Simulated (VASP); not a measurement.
The system is Ta2C.

```
Ta C
1.0
     3.73610    0.00000    0.00000
     0.00000    3.73610    0.00000
     0.00000    0.00000    5.70055
Ta C
4 2
Direct
  0.00000 0.00000 0.00000
  0.50000 0.50000 0.00000
  0.00000 0.50000 0.27000
  0.50000 0.00000 0.73000
  0.00000 0.50000 0.70000
  0.50000 0.00000 0.30000
```

* Program: VASP 6.6.1
* Task: relaxation of cell and atoms
* Functional: PBE
* Potentials or basis: VASP PAW PBE potentials, release 64 (Ta_pv, C)
* Cutoff: 600 eV
* k mesh: 6 × 6 × 4
* Occupations: gaussian, width 0.1 eV
* Spin: no spin polarisation

At the start: pressure 58.8 GPa; volume 13.26 Å³/atom.

Question: How do energy, volume and symmetry change on relaxing?

Answer: Over 17 steps the energy falls by 1796.8 meV/atom and the volume is 13.54 Å³/atom (+2.1 %); space group P4/nmm (No. 129, to 0.05 Å).

The path:
| step | energy change (eV) | largest force (eV/Å) | pressure (GPa) | volume (Å³) |
| --- | --- | --- | --- | --- |
| 1 | 0.0000 | 15.2656 | 58.75 | 79.57 |
| 2 | 2.6192 | 1.7488 | -35.87 | 149.58 |
| 3 | -7.0192 | 2.1821 | -24.97 | 102.42 |
| 4 | -7.2991 | 2.9810 | -19.54 | 98.77 |
| 5 | -7.3616 | 3.7877 | -14.18 | 95.84 |
| 6 | -10.0333 | 1.2268 | -2.84 | 84.17 |
| 7 | -10.3030 | 1.7428 | 6.42 | 80.51 |
| 8 | -10.0135 | 2.2671 | 6.00 | 80.10 |
| 9 | -10.6556 | 1.4218 | 3.59 | 80.48 |
| 10 | -10.7222 | 0.3595 | -5.64 | 83.32 |
| 11 | -10.7445 | 0.4676 | -2.81 | 82.34 |
| 12 | -10.7634 | 0.3688 | 1.79 | 80.75 |
| 13 | -10.7660 | 0.2975 | 0.56 | 81.15 |
| 14 | -10.7746 | 0.1816 | 0.21 | 81.24 |
| 15 | -10.7795 | 0.0756 | -0.24 | 81.38 |
| 16 | -10.7805 | 0.0226 | 0.43 | 81.18 |
| 17 | -10.7808 | 0.0102 | 0.20 | 81.25 |

Final structure:
```cif
data_structure
_symmetry_space_group_name_H-M 'P 1'
_symmetry_Int_Tables_number 1
_cell_length_a 3.5316
_cell_length_b 3.5316
_cell_length_c 6.5147
_cell_angle_alpha 90.000
_cell_angle_beta 90.000
_cell_angle_gamma 90.000
_cell_volume 81.25
loop_
_atom_site_label
_atom_site_type_symbol
_atom_site_fract_x
_atom_site_fract_y
_atom_site_fract_z
_atom_site_occupancy
Ta1 Ta 0.00000 0.00000 0.00000 1
Ta2 Ta 0.50000 0.50000 0.00000 1
Ta3 Ta 0.00000 0.50000 0.36803 1
Ta4 Ta 0.50000 0.00000 0.63197 1
C1 C 0.00000 0.50000 0.72569 1
C2 C 0.50000 0.00000 0.27431 1
```
